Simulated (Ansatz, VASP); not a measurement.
**One calculation of C, two programs**

Contents of INCAR:

```
PREC     = Accurate       # precision mode
ENCUT    = 520            # plane-wave cutoff, eV
EDIFF    = 1E-7           # SCF threshold, eV
ISMEAR   = 0              # smearing method
SIGMA    = 0.03           # smearing width, eV
LREAL    = F              # projectors in reciprocal space
LASPH    = T              # aspherical terms in the spheres
NELM     = 60             # most SCF steps
ALGO     = Normal         # electronic algorithm
ISIF     = 2              # what is computed and relaxed
LWAVE    = F              # write WAVECAR
LCHARG   = F              # write CHGCAR
GGA      = PS             # functional
IVDW     = 12             # dispersion correction
NBANDS   = 11             # bands
```

Contents of KPOINTS:

```
regular mesh
0
Gamma
  16 16 16
```

POSCAR

```
C
1.0
    0.0000000000      2.1651688962      3.3824594497
    1.2508882260      0.0000000000      3.3824594497
    1.2508882260      2.1651688962      0.0000000000
C
2
Direct
    0.1784547694      0.8215452306      0.1784547694
    0.8215452306      0.1784547694      0.8215452306
```

Input for Ansatz:

```yaml
crystal:
  lattice:
    - [0.0, 2.1651688962, 3.3824594497]
    - [1.250888226, 0.0, 3.3824594497]
    - [1.250888226, 2.1651688962, 0.0]
  atoms:
    - { symbol: C, position: [0.1784547694, 0.8215452306, 0.1784547694] }
    - { symbol: C, position: [0.8215452306, 0.1784547694, 0.8215452306] }
basis:
  ecutwfc: 520.0
kpoints:
  mp_grid: { grid: [16, 16, 16] }
hamiltonian:
  xc: pbesol
  pseudopotentials: { kind: paw, azcp: { folder: soft_1 } }
  dispersion: d3bj
scf:
  occupations: { method: gaussian, width: 0.03 }
output:
  forces: true
  stress: true
  eigenvalues: true
```

Alike in both runs: task single point; functional PBEsol; dispersion D3(BJ); k mesh 16 × 16 × 16; occupations gaussian, width 0.03 eV; no spin polarisation.

|  | VASP | Ansatz |
| --- | --- | --- |
| version | VASP 6.6.1 | Ansatz 0.2.0 |
| potentials or method | VASP PAW PBE potentials, release 64 (C), cutoff 520 eV | scalar-relativistic, plane waves, PAW |
| valence electrons in the cell | 8 | 8 |

|  | VASP | Ansatz | Ansatz less VASP |
| --- | --- | --- | --- |
| gap on the k mesh at the Fermi level (eV) | 0.12 | 0.12 | -0.001 |
| least direct gap on the mesh (eV) | 0.12 | 0.12 | -0.001 |
| pressure (GPa) | -9.7 | -10.3 | -0.60 |
| traceless stress, the component that is largest in VASP (GPa) | -11.45 | -11.51 | -0.063 |
| rms of the force components (eV/Å) | 2.505 | 2.494 | -0.0110 |

VASP's potentials were made for PBE, not for PBEsol, and Ansatz warns of the same on its side. Atom by atom the forces differ by 0.011 eV/Å (rms over components).
